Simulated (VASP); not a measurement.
# MgO (Cmcm) in VASP: notebook

Runs on MgO. Level: LDA. Tasks: single point.

Everything below comes from runs of VASP 6.6.1. Logs are shortened: lines on timing, memory, paths and dates and some standing lists are left out, and cuts for length are marked.

## 1. The cell of the first run

The structure is orthorhombic, space group Cmcm (No. 63). The conventional cell has a = 3.547 Å, b = 6.039 Å, c = 4.178 Å, α = 90.00°, β = 90.00°, γ = 90.00°. Within 2.7 Å of Mg (site symmetry m2m) lie 5 O at 2.01 to 2.09 Å. Within 2.7 Å of O (site symmetry m2m) lie 5 Mg at 2.01 to 2.09 Å.

## 2. Single point, LDA (strain +0.0175 x Voigt [1, 0, 0, 0, 0, 0])

Contents of INCAR:

```
PREC = Accurate
ENCUT = 520
EDIFF = 1E-7
ISMEAR = 0
SIGMA = 0.05
LREAL = F
LASPH = T
NELM = 80
ALGO = Normal
ISIF = 2
LWAVE = F
LCHARG = T
GGA = CA
LELF = T
LVHAR = T
NBANDS = 16
```

Contents of KPOINTS:

```
regular mesh
0
Gamma
  6 6 6
```

Contents of POSCAR:

```
MgO
1.0
    3.5473894753      0.0000000000      0.0000000000
   -1.7736947377      3.0192917963      0.0000000000
    0.0000000000      0.0000000000      4.1780412200
Mg O
2 2
Direct
    0.6666666667      0.3333333333      0.7500000000
    0.3333333333      0.6666666667      0.2500000000
    0.6666666667      0.3333333333      0.2500000000
    0.3333333333      0.6666666667      0.7500000000
```

Potentials or basis: VASP PAW LDA potentials, release 64 (Mg, O).

Launch:

```console
$ cat potpaw_LDA.64/Mg/POTCAR potpaw_LDA.64/O/POTCAR > POTCAR
$ mpirun -np 1 vasp_std > vasp.out
```

OUTCAR:

```text
PREC = Accurate
   ENCUT = 520
   EDIFF = 1E-7
   ISMEAR = 0
   LREAL = F
   LASPH = T
   NELM = 80
   ISIF = 2
   GGA = CA

 ion  position               nearest neighbor table
   1  0.667  0.333  0.750-   4 2.01   4 2.04   4 2.04   3 2.09   3 2.09   2 2.90   2 2.90   2 2.92
                             2 2.92   2 2.92   2 2.92
   2  0.333  0.667  0.250-   3 2.01   3 2.04   3 2.04   4 2.09   4 2.09   1 2.90   1 2.90   1 2.92
                             1 2.92   1 2.92   1 2.92
   3  0.667  0.333  0.250-   2 2.01   2 2.04   2 2.04   1 2.09   1 2.09
   4  0.333  0.667  0.750-   1 2.01   1 2.04   1 2.04   2 2.09   2 2.09

  Warning from LATTYP: Monoclinic adjustment (A1->A3, A2->A1, A3->A2)!
  LATTYP: Found a base centered orthorhombic cell.
 ALAT       =     3.5473894753
 B/A-ratio  =     1.7022612359
 C/A-ratio  =     1.1777791103

  Lattice vectors:

 A1 = (   1.7736947377,  -3.0192917963,   0.0000000000)
 A2 = (   1.7736947376,   3.0192917963,   0.0000000000)
 A3 = (   0.0000000000,   0.0000000000,   4.1780412200)

Analysis of symmetry for initial positions (statically):
=====================================================================
 Subroutine PRICEL returns:
 Original cell was already a primitive cell.

 Routine SETGRP: Setting up the symmetry group for a
 base centered orthorhombic supercell.

 Subroutine GETGRP returns: Found  8 space group operations
 (whereof  4 operations were pure point group operations)
 out of a pool of  8 trial point group operations.

The static configuration has the point symmetry C_2h.
 The point group associated with its full space group is D_2h.

Analysis of symmetry for dynamics (positions and initial velocities):
=====================================================================
 Subroutine PRICEL returns:
 Original cell was already a primitive cell.

 Routine SETGRP: Setting up the symmetry group for a
 base centered orthorhombic supercell.

 Subroutine GETGRP returns: Found  8 space group operations
 (whereof  4 operations were pure point group operations)
 out of a pool of  8 trial point group operations.

The dynamic configuration has the point symmetry C_2h.
 The point group associated with its full space group is D_2h.

 Subroutine INISYM returns: Found  8 space group operations
 (whereof  4 operations are pure point group operations),
 and found     1 'primitive' translations

----------------------------------------------------------------------------------------

                                     Primitive cell
[... 94 lines left out ...]
   NELM   =     80;   NELMIN=  2; NELMDL= -5     # of ELM steps
   EDIFF  = 0.1E-06   stopping-criterion for ELM
   LREAL  =      F    real-space projection
   EDIFFG = 0.1E-05   stopping-criterion for IOM
   NSW    =      0    number of steps for IOM
   IBRION =     -1    ionic relax: 0-MD 1-quasi-New 2-CG
   NFREE  =      0    steps in history (QN), initial steepest desc. (CG)
   ISIF   =      2    stress and relaxation
   ISYM   =      2    0-nonsym 1-usesym 2-fastsym
   POTIM  = 0.5000    time-step for ionic-motion
   TEBEG  =    0.0;   TEEND  =   0.0 temperature during run
   PSTRESS=    0.0 pullay stress
   NELECT =      16.0000    total number of electrons
   NUPDOWN=      -1.0000    fix difference up-down
   EMIN   =  10.00;   EMAX   =-10.00  energy-range for DOS
   EFERMI =   0.00;   METHOD = LEGACY
   ISMEAR =     0;   SIGMA  =   0.05  broadening in eV -4-tet -1-fermi 0-gaus
   EFERMI_NEDOS =   21; number of points for ismear=-14 and -15
   IALGO  =     38    algorithm
   IMIX   =      4    mixing-type and parameters
     AMIX     =   0.40;   BMIX     =  1.00
     AMIX_MAG =   1.60;   BMIX_MAG =  1.00
  volume/ion in A,a.u.               =      11.19        75.50
  Fermi-wavevector in a.u.,A,eV,Ry     =   1.161946  2.195759 18.369476  1.350118
  Thomas-Fermi vector in A             =   2.298512
   LORBIT       =      0    0 simple, 1 ext, 2 COOP (PROOUT), +10 PAW based schemes
   GGA     = CA    functional components
   LHFCALC =     F    Hartree Fock is set to
   AEXX    =    0.0000 exact exchange contribution
   IVDW    =     0    specifies the selected vdW correction
   LEPSILON=     F    determine dielectric tensor
   LRPA    =     F    only Hartree local field effects (RPA)
 non-spin polarized calculation
 Gauss-broadening in eV      SIGMA  =   0.05
  energy-cutoff  :      520.00
  volume of cell :       44.75
 maximum number of plane-waves:      1236
 NGX is ok and might be reduce to    28
   NGX = 13   NGY = 13   NGZ = 15

 number of electron      15.9999997 magnetization

 Free energy of the ion-electron system (eV)
  ---------------------------------------------------
  ext. energy  EPLUGINS =         0.00000000
  ---------------------------------------------------
  free energy    TOTEN  =       -26.46063580 eV

  energy without entropy =      -26.46063580  energy(sigma->0) =      -26.46063580

 E-fermi :   1.7681     XC(G=0): -10.5206

 val. band max:        1.5491925808   @ k =   0.0000   0.0000   0.0000
 cond. band min:       4.8062853990   @ k =   0.0000   0.0000   0.0000
 fundamental gap:      3.2570928181
 Fermi energy:         1.7680776935

 k-point     1 :       0.0000    0.0000    0.0000
  band No.  band energies     occupation
      1     -15.0204      2.00000
      2     -13.5778      2.00000
      3      -2.0632      2.00000
      4      -0.1959      2.00000
      5      -0.1580      2.00000
      6       0.7638      2.00000
[... 433 lines left out ...]
      3      -1.9722      2.00000
      4      -1.3644      2.00000
      5      -0.8165      2.00000
      6      -0.1207      2.00000
[... 8 lines left out ...]
     15      15.5324      0.00000
     16      16.4915      0.00000

 [... further k-points ...]
[... 5 lines left out ...]
  --------------------------------------------------------------------------------------
  -------------------------------------------------------------------------------------
  Total       -2.6593112     -1.8665795     -1.9518579      0.0000000     -0.0000000      0.0000000
  in kB      -95.2123011    -66.8298363    -69.8830914      0.0000000     -0.0000000      0.0000000
  external PRESSURE =     -77.3084096 kB  Pullay stress =       0.0000000 kB

 VOLUME and BASIS-vectors are now :
 -----------------------------------------------------------------------------
  energy-cutoff  :      520.00
  volume of cell :       44.75
      direct lattice vectors                 reciprocal lattice vectors
     3.547389475  0.000000000  0.000000000     0.281897437  0.165601748  0.000000000
    -1.773694738  3.019291796  0.000000000     0.000000000  0.331203497  0.000000000
     0.000000000  0.000000000  4.178041220     0.000000000  0.000000000  0.239346609

 POSITION                                       TOTAL-FORCE (eV/Angst)
 -----------------------------------------------------------------------------------
      1.77369      1.00643      3.13353        -0.000000      0.115249      0.000000
     -0.00000      2.01286      1.04451         0.000000     -0.115249      0.000000
      1.77369      1.00643      1.04451        -0.000000      0.133749     -0.000000
     -0.00000      2.01286      3.13353         0.000000     -0.133749      0.000000
 -----------------------------------------------------------------------------------
    total drift:                                0.000000     -0.000000      0.000000

  FREE ENERGIE OF THE ION-ELECTRON SYSTEM (eV)
  ---------------------------------------------------
  free  energy   TOTEN  =       -26.4606358006 eV

  energy  without entropy=      -26.4606358006  energy(sigma->0) =      -26.46063580
```

Wall time 60 s (1 thread of Intel Xeon 6975P-C, shared host); peak memory 0.17 GiB.

What came out:

```yaml
Free_energy: -26.4606 eV
Pressure: -7.7 GPa
Largest_force: 0.134 eV/Å
Band_gap_on_the_k_mesh: 3.26 eV, direct
```

Forces in eV/Å, atoms in the order of the input:
```
Mg   0.000  0.115  0.000
Mg   0.000 -0.115  0.000
O    0.000  0.134  0.000
O    0.000 -0.134  0.000
```

Stress tensor (GPa, compression positive):
```
-9.52  0.00  0.00
 0.00 -6.68  0.00
 0.00  0.00 -6.99
```

Caveat: the cell differs from its parent crystal (strain +0.0175 x Voigt [1, 0, 0, 0, 0, 0]).

## 3. Single point, LDA (strain +0.0200 x Voigt [1, 0, 0, 0, 0, 0])

Contents of INCAR:

```
PREC = Accurate
ENCUT = 520
EDIFF = 1E-6
ISMEAR = 0
SIGMA = 0.05
LREAL = F
LASPH = T
NELM = 60
ALGO = Normal
ISIF = 2
LWAVE = F
LCHARG = F
NBANDS = 16
```

KPOINTS is that of step 2.

POSCAR, as its differences from that of step 2:

```diff
@@ -2,4 +2,4 @@
 1.0
-    3.5473894753      0.0000000000      0.0000000000
-   -1.7736947377      3.0192917963      0.0000000000
+    3.5561054200      0.0000000000      0.0000000000
+   -1.7780527100      3.0192917963      0.0000000000
     0.0000000000      0.0000000000      4.1780412200
```

Potentials or basis: VASP PAW LDA potentials, release 64 (Mg, O).

Launch:

```console
$ cat potpaw_LDA.64/Mg/POTCAR potpaw_LDA.64/O/POTCAR > POTCAR
$ mpirun -np 1 vasp_std > vasp.out
```

Run time: 54 s. Hardware: 1 thread of Intel Xeon 6975P-C, shared host; peak memory 0.17 GiB.

The run converged. Its results:

* Free energy: -26.4540 eV
* Pressure: -8.0 GPa
* Largest force: 0.151 eV/Å
* Band gap on the k mesh: 3.25 eV, direct

Forces in eV/Å, atoms in the order of the input:
```
Mg   0.000  0.130  0.000
Mg   0.000 -0.130  0.000
O    0.000  0.151  0.000
O    0.000 -0.151  0.000
```

Stress tensor (GPa, compression positive):
```
-10.02   0.00   0.00
  0.00  -6.81   0.00
  0.00   0.00  -7.17
```

Levels at points of the mesh, in eV from the valence-band top:
```tsv
k point	band 4	band 5	band 6	band 7	band 8	band 9	band 10	band 11	band 12	band 13
(0.00, 0.00, 0.00)	-1.74	-1.70	-0.78	-0.74	0.00	3.25	9.12	11.92	12.01	12.25
(0.50, 0.00, 0.00)	-2.37	-2.30	-1.92	-1.27	-0.46	6.78	8.76	9.69	11.62	12.77
(0.00, 0.50, 0.00)	-2.40	-2.30	-1.91	-1.32	-0.50	6.71	8.73	9.71	11.66	12.50
(0.00, 0.00, 0.50)	-2.42	-1.28	-1.28	-1.24	-1.24	6.25	6.25	12.29	12.29	12.60
(0.50, 0.00, 0.50)	-3.87	-1.49	-1.49	-0.78	-0.78	7.11	7.11	11.55	11.55	13.73
(0.00, 0.50, 0.50)	-3.85	-1.56	-1.56	-0.79	-0.79	7.07	7.07	11.63	11.63	13.52
```

Caveat: the cell differs from its parent crystal (strain +0.0200 x Voigt [1, 0, 0, 0, 0, 0]).
